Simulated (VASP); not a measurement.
# CdTe (rocksalt type) (Fm-3m) in VASP: further runs, part 2 of 2

VASP 6.6.1.

### 5 Single point, r2SCAN (volume scaled by 0.85)

Input file POSCAR:

```
CdTe
1.0
    0.0000000000      2.8811982164      2.8811982164
    2.8811982164      0.0000000000      2.8811982164
    2.8811982164      2.8811982164      0.0000000000
Cd Te
1 1
Direct
    0.0000000000      0.0000000000      0.0000000000
    0.5000000000      0.5000000000      0.5000000000
```

Input file INCAR.step1:

```
SYSTEM = CdTe
  ALGO = Normal
  EDIFF = 1E-4
  ENCUT = 520
  GGA = PE
  ISMEAR = -1
  LASPH = .True.
  LCHARG = .False.
  LREAL = .False.
  LWAVE = .True.
  NBANDS = 16
  NELM = 100
  PREC = Accurate
  SIGMA = 0.08
```

Input file INCAR.step2:

```
SYSTEM = CdTe
  ALGO = Normal
  EDIFF = 1E-6
  ENCUT = 520
  ISIF = 2
  ISMEAR = -1
  ISTART = 1
  LASPH = .True.
  LCHARG = .False.
  LMIXTAU = .True.
  LREAL = .False.
  LWAVE = .False.
  METAGGA = R2SCAN
  NBANDS = 16
  NELM = 100
  PREC = Accurate
  SIGMA = 0.08
```

Input file KPOINTS:

```
k-points
0
Gamma
  13 13 13
  0 0 0
```

Potentials or basis: VASP PAW PBE potentials, release 64 (Cd, Te).

Launch:

```bash
$ cat potpaw_PBE.64/Cd/POTCAR potpaw_PBE.64/Te/POTCAR > POTCAR
$ cp INCAR.step1 INCAR
$ mpirun -np 1 vasp_std > vasp.out
$ cp INCAR.step2 INCAR
$ mpirun -np 1 vasp_std > vasp.out
```

OUTCAR:

```text
SYSTEM = CdTe
   EDIFF = 1E-6
   ENCUT = 520
   ISIF = 2
   ISMEAR = -1
   ISTART = 1
   LASPH = .True.
   LREAL = .False.
   METAGGA = R2SCAN
   NELM = 100
   PREC = Accurate

 ion  position               nearest neighbor table
   1  0.000  0.000  0.000-   2 2.88   2 2.88   2 2.88   2 2.88   2 2.88   2 2.88
   2  0.500  0.500  0.500-   1 2.88   1 2.88   1 2.88   1 2.88   1 2.88   1 2.88

  LATTYP: Found a face centered cubic cell.
 ALAT       =     5.7623964328

  Lattice vectors:

[... 643 lines left out ...]

  FORCE on cell =-STRESS in cart. coord.  units (eV):
  Direction    XX          YY          ZZ          XY          YZ          ZX
  --------------------------------------------------------------------------------------
  -------------------------------------------------------------------------------------
  Total        3.9348526      3.9348526      3.9348526     -0.0000000     -0.0000000      0.0000000
  in kB      131.7921801    131.7921801    131.7921801     -0.0000000     -0.0000000      0.0000000
  external PRESSURE =     131.7921801 kB  Pullay stress =       0.0000000 kB

 VOLUME and BASIS-vectors are now :
 -----------------------------------------------------------------------------
  energy-cutoff  :      520.00
  volume of cell :       47.84
      direct lattice vectors                 reciprocal lattice vectors
     0.000000000  2.881198216  2.881198216    -0.173538911  0.173538911  0.173538911
     2.881198216  0.000000000  2.881198216     0.173538911 -0.173538911  0.173538911
     2.881198216  2.881198216  0.000000000     0.173538911  0.173538911 -0.173538911

 POSITION                                       TOTAL-FORCE (eV/Angst)
 -----------------------------------------------------------------------------------
      0.00000      0.00000      0.00000         0.000000      0.000000      0.000000
      2.88120      2.88120      2.88120        -0.000000     -0.000000     -0.000000
 -----------------------------------------------------------------------------------
    total drift:                               -0.000000      0.000000      0.000000

  FREE ENERGIE OF THE ION-ELECTRON SYSTEM (eV)
  ---------------------------------------------------
  free  energy   TOTEN  =       -46.0085449186 eV

  energy  without entropy=      -45.9963560556  energy(sigma->0) =      -46.00245049
```

OSZICAR.step1:

```text
N       E                     dE             d eps       ncg     rms          rms(c)
DAV:   1     0.101449796244E+03    0.10145E+03   -0.88113E+03  2776   0.103E+03
DAV:   2    -0.118549118726E+01   -0.10264E+03   -0.97160E+02  3232   0.246E+02
DAV:   3    -0.432974228784E+01   -0.31443E+01   -0.31362E+01  3280   0.441E+01
DAV:   4    -0.434915011481E+01   -0.19408E-01   -0.19407E-01  3448   0.331E+00
DAV:   5    -0.434946610058E+01   -0.31599E-03   -0.31599E-03  3320   0.371E-01    0.831E+00
DAV:   6    -0.412558027728E+01    0.22389E+00   -0.37046E-01  3352   0.850E+00    0.639E+00
DAV:   7    -0.411108838628E+01    0.14492E-01   -0.10999E-01  3240   0.238E+00    0.203E+00
DAV:   8    -0.411087090527E+01    0.21748E-03   -0.12468E-02  3032   0.138E+00    0.514E-01
DAV:   9    -0.411088809332E+01   -0.17188E-04   -0.98395E-04  3504   0.393E-01
   1 F= -.41108881E+01 E0= -.41030047E+01  d E =-.157668E-01
```

Run time: 1.8 min. Hardware: 1 thread of AMD EPYC 9R45 (Zen 5), shared host; peak memory 0.19 GiB.

Results:

| Item | Value |
| --- | --- |
| Free energy | -46.0085 eV |
| Pressure | 13.2 GPa |
| Band gap on the k mesh | zero (band 9 reaches 5.83 eV, above the bottom of band 10 at 4.66 eV) |

Levels at points of the mesh, in eV from the Fermi level:
```
           k point  band 6  band 7  band 8  band 9  band 10  band 11  band 12  band 13
(0.00, 0.00, 0.00)   -9.12   -0.74   -0.74   -0.74     1.91     7.53     7.53     7.53
```

Caveat: the PAW data sets were made with another functional, which shifts forces and pressure a little; spin-orbit coupling is left out, which moves the levels of the heavy elements.

### 6 Single point, r2SCAN (volume scaled by 0.95)

Input file POSCAR:

```
CdTe
1.0
    0.0000000000      2.9900241571      2.9900241571
    2.9900241571      0.0000000000      2.9900241571
    2.9900241571      2.9900241571      0.0000000000
Cd Te
1 1
Direct
    0.0000000000      0.0000000000      0.0000000000
    0.5000000000      0.5000000000      0.5000000000
```

Input file INCAR.step1:

```
SYSTEM = CdTe
ALGO     = Normal         ! electronic algorithm
EDIFF    = 1E-4           ! SCF threshold, eV
ENCUT    = 520            ! plane-wave cutoff, eV
GGA      = PE             ! functional
ISMEAR   = -1             ! smearing method
LASPH    = .True.         ! aspherical terms in the spheres
LCHARG   = .False.        ! write CHGCAR
LREAL    = .False.        ! projectors in reciprocal space
LWAVE    = .True.         ! write WAVECAR
NBANDS   = 16             ! bands
NELM     = 60             ! most SCF steps
PREC     = Accurate       ! precision mode
SIGMA    = 0.08           ! smearing width, eV
```

Input file INCAR.step2:

```
SYSTEM = CdTe
ALGO     = Normal         ! electronic algorithm
EDIFF    = 1E-6           ! SCF threshold, eV
ENCUT    = 520            ! plane-wave cutoff, eV
ISIF     = 2              ! what is computed and relaxed
ISMEAR   = -1             ! smearing method
ISTART   = 1            
LASPH    = .True.         ! aspherical terms in the spheres
LCHARG   = .False.        ! write CHGCAR
LMIXTAU  = .True.       
LREAL    = .False.        ! projectors in reciprocal space
LWAVE    = .False.        ! write WAVECAR
METAGGA  = R2SCAN         ! meta-GGA
NBANDS   = 16             ! bands
NELM     = 60             ! most SCF steps
PREC     = Accurate       ! precision mode
SIGMA    = 0.08           ! smearing width, eV
```

KPOINTS is that of step 5.

Potentials or basis: VASP PAW PBE potentials, release 64 (Cd, Te).

Launch:

```bash
$ cat potpaw_PBE.64/Cd/POTCAR potpaw_PBE.64/Te/POTCAR > POTCAR
$ cp INCAR.step1 INCAR
$ mpirun -np 1 vasp_std > vasp.out
$ cp INCAR.step2 INCAR
$ mpirun -np 1 vasp_std > vasp.out
```

Run time: 2.1 min. Hardware: 1 thread of AMD EPYC 9R45 (Zen 5), shared host; peak memory 0.2 GiB.

Results (log left out):

- Free energy: -46.2821 eV
- Pressure: 3.3 GPa
- Band gap on the k mesh: zero (band 9 reaches 4.48 eV, above the bottom of band 10 at 3.46 eV)

Levels at points of the mesh, in eV from the Fermi level:
| k point | band 7 | band 8 | band 9 | band 10 | band 11 | band 12 |
| --- | --- | --- | --- | --- | --- | --- |
| (0.00, 0.00, 0.00) | -0.58 | -0.58 | -0.58 | 1.22 | 7.53 | 7.53 |

Caveat: the PAW data sets were made with another functional, which shifts forces and pressure a little; spin-orbit coupling is left out, which moves the levels of the heavy elements.

### 7 The runs side by side

| cell | gap on the mesh (eV) | pressure (GPa) |
| --- | --- | --- |
| a = 3.726 Å, angles 60.0°, 2 atoms | none | 65.5 |
| a = 3.908 Å, angles 60.0°, 2 atoms | none | 31.2 |
| a = 4.075 Å, angles 60.0°, 2 atoms | none | 13.2 |
| a = 4.229 Å, angles 60.0°, 2 atoms | none | 3.3 |

Alike in all rows: task single point; level r2SCAN; potentials or basis VASP PAW PBE potentials, release 64 (Cd, Te); no spin polarisation; k mesh 13 × 13 × 13; cutoff (eV) 520; smearing fermi-dirac 0.08 eV.

Caveats: the PAW data sets were made with another functional, which shifts forces and pressure a little; spin-orbit coupling is left out, which moves the levels of the heavy elements.

Absolute energies hang on the potentials; compare differences alone.
